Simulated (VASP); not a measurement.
# Zn8S7 (a cell with a defect) in VASP: notebook

The runs below take Zn8S7 (a cell with a defect) through single point, relaxation of the atoms, with PBE.

Everything below comes from runs of VASP 6.6.1. Logs are shortened: lines on timing, memory, paths and dates and some standing lists are left out, and cuts for length are marked.

### Step 1. The cell of the first run

The cell holds a defect, 15 atoms: a = 6.305 Å, b = 7.688 Å, c = 7.688 Å, α = 120.00°, β = 90.00°, γ = 90.00°.

### Step 2. Single point, PBE (atoms taken out, then relaxed in part)

Contents of INCAR:

```
ALGO = Normal ; EDIFF = 1E-6
ENCUT = 520 ; GGA = PE
ISIF = 2 ; ISMEAR = 0
LASPH = T ; LCHARG = F
LREAL = Auto ; LWAVE = F
NBANDS = 82 ; NELM = 100
PREC = Accurate ; SIGMA = 0.01
```

Contents of KPOINTS:

```
Automatic mesh
0
Gamma
  4 3 3
  0.5 0 0
```

Contents of POSCAR:

```
Zn8S7
1.0
    0.0000000000      0.0000000000     -6.3046430652
   -3.8440669361     -6.6581192410      0.0000000000
   -3.8440669360      6.6581192410      0.0000000000
Zn S
8 7
Direct
    0.9116283971      0.3333333333      0.1666666667
    1.0127824673      0.3295717953      0.6647858976
    1.0127824673      0.8352141024      0.1704282047
    1.0127824673      0.8352141024      0.6647858976
    0.5058047986      0.1735402295      0.8470804590
    0.5058047986      0.1735402295      0.3264597705
    0.5061835053      0.6666666667      0.8333333333
    0.5058047986      0.6529195410      0.3264597705
    0.6317123934      0.3321891048      0.6660945524
    0.6317123934      0.8339054476      0.1678108952
    0.6317123934      0.8339054476      0.6660945524
    0.1246366128      0.1739400129      0.8478800258
    0.1246366128      0.1739400129      0.3260599871
    0.1321126074      0.6666666667      0.8333333333
    0.1246366128      0.6521199742      0.3260599871
```

Potentials or basis: VASP PAW PBE potentials, release 64 (Zn, S).

Command:

```sh
cat potpaw_PBE.64/Zn/POTCAR potpaw_PBE.64/S/POTCAR > POTCAR
mpirun -np 1 vasp_std > vasp.out
```

OUTCAR:

```text
EDIFF = 1E-6
   ENCUT = 520
   GGA = PE
   ISIF = 2
   ISMEAR = 0
   LASPH = T
   LREAL = Auto
   NELM = 100
   PREC = Accurate

 ion  position               nearest neighbor table
   1  0.912  0.333  0.167-  13 2.51  12 2.51  15 2.51
   2  0.013  0.330  0.665-  13 2.37  12 2.37  14 2.37   9 2.40
   3  0.013  0.835  0.170-  13 2.37  15 2.37  14 2.37  10 2.40
   4  0.013  0.835  0.665-  15 2.37  12 2.37  14 2.37  11 2.40
   5  0.506  0.174  0.847-  11 2.40   9 2.40  12 2.40
   6  0.506  0.174  0.326-   9 2.40  10 2.40  13 2.40
   7  0.506  0.667  0.833-  14 2.36  11 2.36  10 2.36   9 2.36
   8  0.506  0.653  0.326-  11 2.40  10 2.40  15 2.40
   9  0.632  0.332  0.666-   7 2.36   6 2.40   5 2.40   2 2.40
  10  0.632  0.834  0.168-   7 2.36   6 2.40   8 2.40   3 2.40
  11  0.632  0.834  0.666-   7 2.36   8 2.40   5 2.40   4 2.40
  12  0.125  0.174  0.848-   4 2.37   2 2.37   5 2.40   1 2.51
  13  0.125  0.174  0.326-   2 2.37   3 2.37   6 2.40   1 2.51
  14  0.132  0.667  0.833-   7 2.36   3 2.37   2 2.37   4 2.37
  15  0.125  0.652  0.326-   4 2.37   3 2.37   8 2.40   1 2.51

  LATTYP: Found a hexagonal cell.
 ALAT       =     7.6881338722
 C/A-ratio  =     0.8200485540

  Lattice vectors:

 A1 = (  -3.8440669361,  -6.6581192410,   0.0000000000)
 A2 = (  -3.8440669360,   6.6581192410,   0.0000000000)
 A3 = (   0.0000000000,   0.0000000000,  -6.3046430652)

Analysis of symmetry for initial positions (statically):
=====================================================================
 Subroutine PRICEL returns:
 Original cell was already a primitive cell.

 Routine SETGRP: Setting up the symmetry group for a
 hexagonal supercell.

 Subroutine GETGRP returns: Found  6 space group operations
 (whereof  2 operations were pure point group operations)
 out of a pool of 24 trial point group operations.

The static configuration has the point symmetry C_1h.
 The point group associated with its full space group is C_3v.

Analysis of symmetry for dynamics (positions and initial velocities):
=====================================================================
 Subroutine PRICEL returns:
 Original cell was already a primitive cell.

 Routine SETGRP: Setting up the symmetry group for a
 hexagonal supercell.

 Subroutine GETGRP returns: Found  6 space group operations
 (whereof  2 operations were pure point group operations)
 out of a pool of 24 trial point group operations.

The dynamic configuration has the point symmetry C_1h.
 The point group associated with its full space group is C_3v.

 Subroutine INISYM returns: Found  6 space group operations
 (whereof  2 operations are pure point group operations),
 and found     1 'primitive' translations

----------------------------------------------------------------------------------------

                                     Primitive cell

  volume of cell :     322.7253

  direct lattice vectors                    reciprocal lattice vectors
     0.000000000  0.000000000 -6.304643065     0.000000000  0.000000000 -0.158613262
    -3.844066936 -6.658119241  0.000000000    -0.130070576 -0.075096282  0.000000000
    -3.844066936  6.658119241  0.000000000    -0.130070576  0.075096282  0.000000000

  length of vectors
     6.304643065  7.688133872  7.688133872     0.158613262  0.150192564  0.150192564

  position of ions in fractional coordinates (direct lattice)
     0.911628397  0.333333333  0.166666667
     0.012782467  0.329571795  0.664785898
     0.012782467  0.835214102  0.170428205
     0.012782467  0.835214102  0.664785898
     0.505804799  0.173540229  0.847080459
     0.505804799  0.173540229  0.326459771
     0.506183505  0.666666667  0.833333333
     0.505804799  0.652919541  0.326459771
     0.631712393  0.332189105  0.666094552
     0.631712393  0.833905448  0.167810895
     0.631712393  0.833905448  0.666094552
     0.124636613  0.173940013  0.847880026
     0.124636613  0.173940013  0.326059987
     0.132112607  0.666666667  0.833333333
     0.124636613  0.652119974  0.326059987

  ion indices of the primitive-cell ions
[... 26 lines left out ...]

  Cartesian coordinates                     Fractional coordinates (reciprocal lattice)
     0.000000000  0.000000000 -0.039653315     0.250000000  0.000000000  0.000000000
    -0.043356859 -0.025032094  0.000000000     0.000000000  0.333333333  0.000000000
    -0.043356859  0.025032094  0.000000000     0.000000000  0.000000000  0.333333333

  Length of vectors
     0.039653315  0.050064188  0.050064188

  Shift w.r.t. Gamma in fractional coordinates (k-lattice)
     0.500000000  0.000000000  0.000000000

 Subroutine IBZKPT returns following result:
 ===========================================

 Found      8 irreducible k-points:

 Following reciprocal coordinates:
            Coordinates               Weight
  0.125000  0.000000  0.000000      2.000000
  0.375000  0.000000  0.000000      2.000000
  0.125000  0.333333  0.000000      6.000000
  0.125000 -0.000000  0.333333      6.000000
  0.375000  0.333333  0.000000      6.000000
  0.375000 -0.000000  0.333333      6.000000
  0.125000  0.333333  0.333333      4.000000
  0.375000  0.333333  0.333333      4.000000
   k-points           NKPTS =      8   k-points in BZ     NKDIM =      8   number of bands    NBANDS=     82
   number of dos      NEDOS =    301   number of ions     NIONS =     15
   total plane-waves  NPLWV = 172800
   dimension x,y,z NGX =    48 NGY =   60 NGZ =   60
   dimension x,y,z NGXF=    96 NGYF=  120 NGZF=  120
   ions per type =               8   7
   NGX,Y,Z   is equivalent  to a cutoff of  12.66, 12.97, 12.97 a.u.
   NGXF,Y,Z  is equivalent  to a cutoff of  25.31, 25.95, 25.95 a.u.
 SYSTEM =  unknown system
   PREC   = accura    normal or accurate (medium, high low for compatibility)
   ISTART =      0    job   : 0-new  1-cont  2-samecut
   ICHARG =      2    charge: 1-file 2-atom 10-const
   ISPIN  =      1    spin polarized calculation?
   LNONCOLLINEAR =      F non collinear calculations
   LSORBIT =      F    spin-orbit coupling
   LASPH  =      T    aspherical Exc in radial PAW
   ENCUT  =  520.0 eV  38.22 Ry    6.18 a.u.  11.72 14.29 14.29*2*pi/ulx,y,z
   NELM   =    100;   NELMIN=  2; NELMDL= -5     # of ELM steps
   EDIFF  = 0.1E-05   stopping-criterion for ELM
   LREAL  =      T    real-space projection
   EDIFFG = 0.1E-04   stopping-criterion for IOM
   NSW    =      0    number of steps for IOM
   IBRION =     -1    ionic relax: 0-MD 1-quasi-New 2-CG
   NFREE  =      0    steps in history (QN), initial steepest desc. (CG)
   ISIF   =      2    stress and relaxation
   ISYM   =      2    0-nonsym 1-usesym 2-fastsym
   POTIM  = 0.5000    time-step for ionic-motion
   TEBEG  =    0.0;   TEEND  =   0.0 temperature during run
   PSTRESS=    0.0 pullay stress
   NELECT =     138.0000    total number of electrons
   NUPDOWN=      -1.0000    fix difference up-down
   EMIN   =  10.00;   EMAX   =-10.00  energy-range for DOS
   EFERMI =   0.00;   METHOD = LEGACY
   ISMEAR =     0;   SIGMA  =   0.01  broadening in eV -4-tet -1-fermi 0-gaus
   EFERMI_NEDOS =   21; number of points for ismear=-14 and -15
   IALGO  =     38    algorithm
   IMIX   =      4    mixing-type and parameters
     AMIX     =   0.40;   BMIX     =  1.00
     AMIX_MAG =   1.60;   BMIX_MAG =  1.00
  volume/ion in A,a.u.               =      21.52       145.19
  Fermi-wavevector in a.u.,A,eV,Ry     =   1.233361  2.330714 20.696900  1.521179
  Thomas-Fermi vector in A             =   2.368094
   LORBIT       =      0    0 simple, 1 ext, 2 COOP (PROOUT), +10 PAW based schemes
   GGA     = PE    functional components
   LHFCALC =     F    Hartree Fock is set to
   AEXX    =    0.0000 exact exchange contribution
   IVDW    =     0    specifies the selected vdW correction
   LEPSILON=     F    determine dielectric tensor
   LRPA    =     F    only Hartree local field effects (RPA)
 non-spin polarized calculation
 Gauss-broadening in eV      SIGMA  =   0.01
  energy-cutoff  :      520.00
  volume of cell :      322.73
 maximum number of plane-waves:      8735
 NGX is ok and might be reduce to    48
   NGX = 23   NGY = 29   NGZ = 29

 number of electron     138.0000013 magnetization

 Free energy of the ion-electron system (eV)
  ---------------------------------------------------
  ext. energy  EPLUGINS =         0.00000000
  ---------------------------------------------------
  free energy    TOTEN  =       -46.97898029 eV

  energy without entropy =      -46.97898029  energy(sigma->0) =      -46.97898029

 E-fermi :   2.0013     XC(G=0):  -9.2941

 val. band max:        1.9175606295   @ k =   0.1250   0.3333   0.3333
 cond. band min:       3.2827611139   @ k =   0.1250   0.3333   0.3333
 fundamental gap:      1.3652004844
 Fermi energy:         2.0012978223

 k-point     1 :       0.1250    0.0000    0.0000
  band No.  band energies     occupation
      1     -11.3741      2.00000
      2     -10.6523      2.00000
      3     -10.6299      2.00000
      4     -10.6299      2.00000
      5     -10.4528      2.00000
      6     -10.3103      2.00000
[... 661 lines left out ...]
     80       7.1154      0.00000
     81       7.1486      0.00000
 [bands above 81 left out]

------------------------ aborting loop because EDIFF is reached ----------------------------------------

  FORCE on cell =-STRESS in cart. coord.  units (eV):
  Direction    XX          YY          ZZ          XY          YZ          ZX
  --------------------------------------------------------------------------------------
  -------------------------------------------------------------------------------------
  Total       -5.0426346     -5.0426346     -8.2755999     -0.0000000     -0.0000000     -0.0000000
  in kB      -25.0342780    -25.0342780    -41.0844102     -0.0000000     -0.0000000     -0.0000000
  external PRESSURE =     -30.3843221 kB  Pullay stress =       0.0000000 kB

 VOLUME and BASIS-vectors are now :
 -----------------------------------------------------------------------------
  energy-cutoff  :      520.00
  volume of cell :      322.73
      direct lattice vectors                 reciprocal lattice vectors
     0.000000000  0.000000000 -6.304643065     0.000000000  0.000000000 -0.158613262
    -3.844066936 -6.658119241  0.000000000    -0.130070576 -0.075096282  0.000000000
    -3.844066936  6.658119241  0.000000000    -0.130070576  0.075096282  0.000000000

 POSITION                                       TOTAL-FORCE (eV/Angst)
 -----------------------------------------------------------------------------------
     -1.92203     -1.10969     -5.74749        -0.000000      0.000000      0.008593
     -3.82238      2.23190     -0.08059         0.004934      0.002849      0.004400
     -3.86576     -4.42622     -0.08059        -0.004934      0.002849      0.004400
     -5.76610     -1.13473     -0.08059        -0.000000     -0.005697      0.004400
     -3.92333      4.48451     -3.18892        -0.000280      0.000161      0.003583
     -1.92203      1.01816     -3.18892        -0.000000     -0.000323      0.003583
     -5.76610      1.10969     -3.19131        -0.000000      0.000000     -0.018482
     -3.76480     -2.17361     -3.18892         0.000280      0.000161      0.003583
     -3.83747      2.22318     -3.98272         0.004654      0.002687     -0.006627
     -3.85066     -4.43494     -3.98272        -0.004654      0.002687     -0.006627
     -5.76610     -1.11730     -3.98272        -0.000000     -0.005375     -0.006627
     -3.92794      4.48717     -0.78579        -0.002762      0.001594     -0.001517
     -1.92203      1.01283     -0.78579        -0.000000     -0.003189     -0.001517
     -5.76610      1.10969     -0.83292        -0.000000     -0.000000      0.010374
     -3.76019     -2.17095     -0.78579         0.002762      0.001594     -0.001517
 -----------------------------------------------------------------------------------
    total drift:                                0.000005     -0.000012     -0.007254

  FREE ENERGIE OF THE ION-ELECTRON SYSTEM (eV)
  ---------------------------------------------------
  free  energy   TOTEN  =       -46.9789802901 eV

  energy  without entropy=      -46.9789802901  energy(sigma->0) =      -46.97898029
```

It took 13 min on 1 thread of Intel Xeon 8259CL, shared host; peak memory 0.47 GiB.

What came out:

```
Free energy            : -46.9790 eV
Pressure               : -3.0 GPa
Largest force          : 0.018 eV/Å
Band gap on the k mesh : 1.37 eV
```

Forces on the atoms (eV/Å):
```
Zn   0.000  0.000  0.009
Zn   0.005  0.003  0.004
Zn  -0.005  0.003  0.004
Zn   0.000 -0.006  0.004
Zn   0.000  0.000  0.004
Zn   0.000  0.000  0.004
Zn   0.000  0.000 -0.018
Zn   0.000  0.000  0.004
S    0.005  0.003 -0.007
S   -0.005  0.003 -0.007
S    0.000 -0.005 -0.007
S   -0.003  0.002 -0.002
S    0.000 -0.003 -0.002
S    0.000  0.000  0.010
S    0.003  0.002 -0.002
```

Caveat: the cell differs from its parent crystal (atoms taken out, then relaxed in part).

### Step 3. Single point, PBE (atoms taken out, then relaxed in part)

Contents of INCAR:

```
SYSTEM = Zn8S7
ALGO = Normal
EDIFF = 1E-6
ENCUT = 520
GGA = PE
ISIF = 2
ISMEAR = 0
LASPH = .True.
LCHARG = .False.
LREAL = Auto
LWAVE = .False.
NBANDS = 82
NELECT = 136.0
NELM = 60
PREC = Accurate
SIGMA = 0.01
```

KPOINTS is that of step 2.

Contents of POSCAR:

```
Zn8S7
1.0
    0.0000000000      0.0000000000     -6.3046430652
   -3.8440669361     -6.6581192410      0.0000000000
   -3.8440669360      6.6581192410      0.0000000000
Zn S
8 7
Direct
    1.1007308793      0.3333333333      0.1666666667
    0.9986725441      0.3402772519      0.6701386260
    0.9986725441      0.8298613740      0.1597227481
    0.9986725441      0.8298613740      0.6701386260
    0.4779775852      0.1348610951      0.7697221903
    0.4779775852      0.1348610951      0.3651389049
    0.4806423681      0.6666666667      0.8333333333
    0.4779775852      0.7302778097      0.3651389049
    0.6273806729      0.3414686042      0.6707343021
    0.6273806729      0.8292656979      0.1585313958
    0.6273806729      0.8292656979      0.6707343021
    0.1212124916      0.1639212699      0.8278425397
    0.1212124916      0.1639212699      0.3360787301
    0.1176301974      0.6666666667      0.8333333333
    0.1212124916      0.6721574603      0.3360787301
```

Potentials or basis: VASP PAW PBE potentials, release 64 (Zn, S).

Command:

```sh
cat potpaw_PBE.64/Zn/POTCAR potpaw_PBE.64/S/POTCAR > POTCAR
mpirun -np 1 vasp_std > vasp.out
```

Run time: 11 min. Hardware: 1 thread of Intel Xeon 8259CL, shared host; peak memory 0.47 GiB.

The run converged. Its results:

| Item | Value |
| --- | --- |
| Free energy | -52.6448 eV |
| Largest force | 0.012 eV/Å |

Forces in eV/Å, atoms in the order of the input:
```
Zn   0.000  0.000 -0.003
Zn  -0.001 -0.001 -0.004
Zn   0.001 -0.001 -0.004
Zn   0.000  0.001 -0.004
Zn  -0.001  0.001  0.002
Zn   0.000 -0.001  0.002
Zn   0.000  0.000  0.007
Zn   0.001  0.001  0.002
S   -0.009 -0.005 -0.005
S    0.009 -0.005 -0.005
S    0.000  0.011 -0.005
S    0.003 -0.001  0.008
S    0.000  0.003  0.008
S    0.000  0.000 -0.005
S   -0.003 -0.001  0.008
```

Levels at points of the mesh, in eV from the Fermi level:
| k point | band 65 | band 66 | band 67 | band 68 | band 69 | band 70 | band 71 | band 72 |
| --- | --- | --- | --- | --- | --- | --- | --- | --- |
| (0.12, 0.00, 0.00) | -0.66 | -0.55 | -0.05 | -0.05 | 1.90 | 2.35 | 3.26 | 3.85 |

Caveat: the cell carries a net charge on a neutralising background, which shifts energy and pressure; the cell differs from its parent crystal (atoms taken out, then relaxed in part); the cell is charged against a uniform background, so pressure and absolute levels hang on convention.

### Step 4. Single point, PBE, collinear spin (atoms taken out, then relaxed in part)

Contents of INCAR:

```
PREC = Accurate
ENCUT = 520
EDIFF = 1E-6
ISMEAR = 0
SIGMA = 0.01
LREAL = Auto
LASPH = True
NELM = 150
ALGO = Normal
ISIF = 2
LWAVE = False
LCHARG = False
ISPIN = 2
MAGMOM = 0.25 0 0 0 0.25 0.25 0 0.25 0 0 0 0 0 0 0
LORBIT = 11
GGA = PE
NBANDS = 86
NELECT = 137.0
```

Contents of KPOINTS:

```
Automatic mesh
0
Gamma
  2 2 2
```

Contents of POSCAR:

```
Zn8S7
1.0
    0.0000000000      0.0000000000      6.3046430491
   -3.8440669358     -6.6581192403      0.0000000000
    7.6881338714     -0.0000000001      0.0000000000
Zn S
8 7
Direct
   -0.1045667854      0.1666666667      0.8333333333
    0.0071292536      0.1598461622      0.3299230811
    0.0071292536      0.6700769189      0.8401538378
    0.0071292536      0.6700769189      0.3299230811
    0.5137067258      0.3452242217      0.1904484435
    0.5137067258      0.3452242217      0.6547757783
    0.5113418746      0.8333333333      0.1666666667
    0.5137067258      0.8095515565      0.6547757783
    0.3776397319      0.1630519960      0.3315259980
    0.3776397319      0.6684740020      0.8369480040
    0.3776397319      0.6684740020      0.3315259980
    0.8810893791      0.3372538545      0.1745077090
    0.8810893791      0.3372538545      0.6627461455
    0.8797963136      0.8333333333      0.1666666667
    0.8810893791      0.8254922910      0.6627461455
```

Command:

```sh
cat potpaw_PBE.64/Zn/POTCAR potpaw_PBE.64/S/POTCAR > POTCAR
mpirun -np 1 vasp_std > vasp.out
```

It took 6.4 min on 1 thread of Intel Xeon Platinum 8375C at 2.90GHz (Ice Lake), shared host; peak memory 0.6 GiB.

It converged, with:

```
Free energy                                           : -49.3492 eV
Largest force                                         : 0.008 eV/Å
Net moment                                            : 0.50 μB per cell
Site moments                                          : Zn +0.01, +0.00, +0.03 (each value once); S +0.01, +0.00 (each value once) μB
Valence electrons inside the program's atomic spheres : Zn 10.76, 10.77, 10.71 (each value once); S 3.73, 3.74 (each value once)
```

Forces on the atoms (eV/Å):
```
Zn   0.000  0.000  0.001
Zn   0.000 -0.002 -0.002
Zn  -0.002  0.001 -0.002
Zn   0.002  0.001 -0.002
Zn  -0.006  0.003 -0.003
Zn   0.006  0.003 -0.003
Zn   0.000  0.000  0.007
Zn   0.000 -0.007 -0.003
S    0.000  0.008  0.002
S    0.007 -0.004  0.002
S   -0.007 -0.004  0.002
S    0.001  0.000  0.003
S   -0.001  0.000  0.003
S    0.000  0.000 -0.005
S    0.000  0.001  0.003
```

Levels at points of the mesh, in eV from the Fermi level:
Spin up:
```csv
k point,band 65,band 66,band 67,band 68,band 69,band 70,band 71,band 72,band 73,band 74
"(0.00, 0.00, 0.00)",-2.68,-2.38,-2.07,-2.07,-1.27,0.80,1.29,1.85,1.93,1.93
"(0.50, 0.00, 0.00)",-2.78,-2.78,-2.33,-2.33,-1.00,0.98,1.59,1.73,1.73,1.80
"(0.00, 0.50, 0.00)",-2.91,-2.86,-2.42,-2.27,0.00,0.59,2.01,2.10,2.18,2.33
"(0.50, 0.50, 0.00)",-3.22,-3.02,-2.93,-2.87,-0.11,0.94,1.83,2.11,2.38,2.39
```
Spin down:
| k point | band 65 | band 66 | band 67 | band 68 | band 69 | band 70 | band 71 | band 72 |
| --- | --- | --- | --- | --- | --- | --- | --- | --- |
| (0.00, 0.00, 0.00) | -2.67 | -2.35 | -2.06 | -2.06 | -1.00 | 0.85 | 1.34 | 1.88 |
| (0.50, 0.00, 0.00) | -2.77 | -2.77 | -2.32 | -2.32 | -0.67 | 1.02 | 1.61 | 1.78 |
| (0.00, 0.50, 0.00) | -2.89 | -2.84 | -2.41 | -2.26 | 0.31 | 0.79 | 2.16 | 2.17 |
| (0.50, 0.50, 0.00) | -3.20 | -3.01 | -2.92 | -2.87 | 0.25 | 1.13 | 1.89 | 2.27 |

Caveat: the k points lie up to 0.50 Å⁻¹ apart; the cell carries a net charge on a neutralising background, which shifts energy and pressure; the cell differs from its parent crystal (atoms taken out, then relaxed in part); the cell is charged against a uniform background, so pressure and absolute levels hang on convention.

(Part 1 of 2 ends here.)
